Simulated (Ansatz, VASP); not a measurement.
# C in VASP and in Ansatz

INCAR

```
ALGO     = Normal         # electronic algorithm
EDIFF    = 1E-7           # SCF threshold, eV
ENCUT    = 520            # plane-wave cutoff, eV
GGA      = PS             # functional
ISIF     = 2              # what is computed and relaxed
ISMEAR   = 0              # smearing method
IVDW     = 12             # dispersion correction
LASPH    = True           # aspherical terms in the spheres
LCHARG   = True           # write CHGCAR
LELF     = True           # ELF
LREAL    = False          # projectors in reciprocal space
LVHAR    = True         
LWAVE    = False          # write WAVECAR
NBANDS   = 11             # bands
NELM     = 60             # most SCF steps
PREC     = Accurate       # precision mode
SIGMA    = 0.03           # smearing width, eV
```

Contents of KPOINTS:

```
k-points
0
Gamma
  18 18 18
```

File POSCAR:

```
C
1.0
    0.0000000000      2.0084277477      3.3336958217
    1.1603337859      0.0000000000      3.3336958217
    1.1603337859      2.0084277477      0.0000000000
C
2
Direct
    0.1667066167      0.8332933833      0.1667066167
    0.8332933833      0.1667066167      0.8332933833
```

Input for Ansatz:

```yaml
crystal:
  lattice:
    - [0.0, 2.0084277477, 3.3336958217]
    - [1.1603337859, 0.0, 3.3336958217]
    - [1.1603337859, 2.0084277477, 0.0]
  atoms:
    - { symbol: C, position: [0.1667066167, 0.8332933833, 0.1667066167] }
    - { symbol: C, position: [0.8332933833, 0.1667066167, 0.8332933833] }
basis:
  ecutwfc: 520.0
kpoints:
  mp_grid: { grid: [18, 18, 18] }
hamiltonian:
  xc: pbesol
  pseudopotentials: { kind: paw, azcp: { folder: soft_1 } }
  dispersion: d3bj
scf:
  occupations: { method: gaussian, width: 0.03 }
output:
  forces: true
  stress: true
  eigenvalues: true
```

Change from the starting cell: volume 7.769 Å^3 an atom, stretch along c over the lengths across it, relative to the relaxed cell 1.0625.

Alike in both runs: task single point; functional PBEsol; dispersion D3(BJ); k mesh 18 × 18 × 18; occupations gaussian, width 0.03 eV; no spin polarisation.

```csv
,VASP,Ansatz
version,VASP 6.6.1,Ansatz 0.2.0
potentials or method,"VASP PAW PBE potentials, release 64 (C), cutoff 520 eV","scalar-relativistic, plane waves, PAW"
valence electrons in the cell,8,8
```

```csv
,VASP,Ansatz,Ansatz less VASP
gap on the k mesh at the Fermi level (eV),0.08,0.08,0.000
least direct gap on the mesh (eV),0.15,0.15,0.000
```

VASP's potentials were made for PBE, not for PBEsol, and Ansatz warns of the same on its side.
